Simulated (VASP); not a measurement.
Crystal: TaN.

```xyz
6
Lattice="5.1910 0.0000 0.0000 -2.5955 4.4955 0.0000 0.0000 0.0000 2.9080" Properties=species:S:1:pos:R:3 pbc="T T T"
Ta    0.0000    0.0000    0.0000
Ta    0.0000    2.9970    1.4540
Ta    2.5955    1.4985    1.4540
N     2.5955    0.0000    0.0000
N    -1.2977    2.2478    0.0000
N     1.2977    2.2478    0.0000
```

Base run:

- Program: VASP 6.6.1
- Functional: BLYP
- Potentials or basis: VASP PAW PBE potentials, release 64 (Ta_pv, N)
- Cutoff: 600 eV
- k mesh: 6 × 6 × 9
- Occupations: methfessel-paxton, width 0.1 eV
- Spin: no spin polarisation

Its results: band gap on the k mesh zero (bands 24 and 25 overlap by 2.01 eV); pressure 22.0 GPa.

Q: The run is repeated on the same cell with these changes: functional from BLYP to LDA; potentials or basis from VASP PAW PBE potentials, release 64 (Ta_pv, N) to VASP PAW LDA potentials, release 64 (Ta_pv, N). What comes out?

A: Band gap on the k mesh zero (bands 24 and 25 overlap by 2.07 eV); pressure -3.7 GPa.

Caveats: spin-orbit coupling is left out, which moves the levels of the heavy elements; the cell stands under pressure (at least some runs); the PAW data sets were made with another functional, which shifts forces and pressure a little (at least some runs); the cell stands under tension (at least some runs).
